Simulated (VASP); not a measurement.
Set up this calculation in VASP 6.6.1, as the native input.

```yaml
Task: single point
Functional: LDA
Potentials_or_basis: VASP PAW LDA potentials, release 64 (Ir)
Cutoff: 520 eV
k_mesh: 24 × 24 × 20
Occupations: gaussian, width 0.15 eV
Spin: no spin polarisation
Dipole_correction: no
Further_INCAR_settings: ALGO = Fast; EDIFF = 1e-07; NBANDS = 16
```

The structure of Ir lies in POSCAR:

```
Ir
1.0
    0.0000000000     -1.9197000000     -1.9197000000
   -1.9197000000      0.0000000000     -1.9197000000
    1.9197000000      1.9197000000     -3.8394000000
Ir
2
Direct
    0.5079756069      0.5079756069      0.4999977150
   -0.0079756069     -0.0079756069      0.0000022850
```

This cell differs from its parent crystal: atoms displaced along a vibrational mode.

These files were run (other wordings do the same):

INCAR

```
SYSTEM = Ir
ALGO     = Fast           ! electronic algorithm
EDIFF    = 1E-7           ! SCF threshold, eV
ENCUT    = 520            ! plane-wave cutoff, eV
ISIF     = 2              ! what is computed and relaxed
ISMEAR   = 0              ! smearing method
LASPH    = .True.         ! aspherical terms in the spheres
LCHARG   = .False.        ! write CHGCAR
LREAL    = .False.        ! projectors in reciprocal space
LWAVE    = .False.        ! write WAVECAR
NBANDS   = 16             ! bands
NELM     = 60             ! most SCF steps
PREC     = Accurate       ! precision mode
SIGMA    = 0.15           ! smearing width, eV
```

KPOINTS

```
k-points
0
Gamma
  24 24 20
  0 0 0
```

Potentials or basis: VASP PAW LDA potentials, release 64 (Ir).

Run with:

```bash
$ cat potpaw_LDA.64/Ir/POTCAR > POTCAR
$ mpirun -np 1 vasp_std > vasp.out
```

It gave:

The pressure is -5.9 GPa and the largest force is 0.341 eV/Å. The band gap on the k mesh is zero (bands 9 and 10 overlap by 2.87 eV).

Caveat: the cell differs from its parent crystal (atoms displaced along a vibrational mode); the cell stands under tension; spin-orbit coupling is left out, which moves the levels of the heavy elements.

It took 11 min on 1 thread of Intel(R) Xeon(R) 6975P-C (Granite Rapids), with other jobs on the host, peak memory 1.1 GiB.
